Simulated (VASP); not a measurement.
## ScAl3: single point with PBEsol

Crystal: ScAl3.

```
Sc Al
1.0
     3.98819    0.00000    0.00000
     0.00000    3.98819    0.00000
     0.00000    0.00000    3.98819
Sc Al
1 3
Direct
  0.00000 0.00000 0.00000
  0.50000 0.00000 0.50000
  0.00000 0.50000 0.50000
  0.50000 0.50000 0.00000
```

This cell differs from its parent crystal: volume scaled by 0.94.

```
Program                : VASP 6.6.1
Task                   : single point
Functional             : PBEsol
Potentials or basis    : VASP PAW PBE potentials, release 64 (Sc_sv, Al)
Cutoff                 : 520 eV
k mesh                 : 10 × 10 × 10
Occupations            : gaussian, width 0.1 eV
Spin                   : no spin polarisation
Dipole correction      : no
Further INCAR settings : ALGO = Normal; EDIFF = 1e-06; NBANDS = 18
```

- Pressure: 6.6 GPa
- Band gap on the k mesh: zero (band 10 reaches 9.01 eV, above the bottom of band 11 at 4.87 eV)

Levels at points of the mesh, in eV from the Fermi level:
```csv
k point,band 7,band 8,band 9,band 10,band 11,band 12,band 13,band 14
"(0.00, 0.00, 0.00)",-2.74,-1.85,-1.85,-1.85,1.19,1.32,1.32,1.32
"(0.50, 0.00, 0.00)",-1.85,-1.85,-1.66,1.11,1.11,1.30,1.33,1.70
"(0.50, 0.50, 0.00)",-5.74,-4.56,-0.61,-0.61,1.21,1.43,2.21,2.68
"(0.50, 0.50, 0.50)",-4.93,-4.77,-3.03,-3.03,-3.03,1.09,2.79,2.79
```

Wall time 32 s on 1 thread of Intel(R) Xeon(R) Platinum 8488C (Sapphire Rapids) (shared host), peak memory 0.2 GiB.

Caveat: the PAW data sets were made with another functional, which shifts forces and pressure a little.
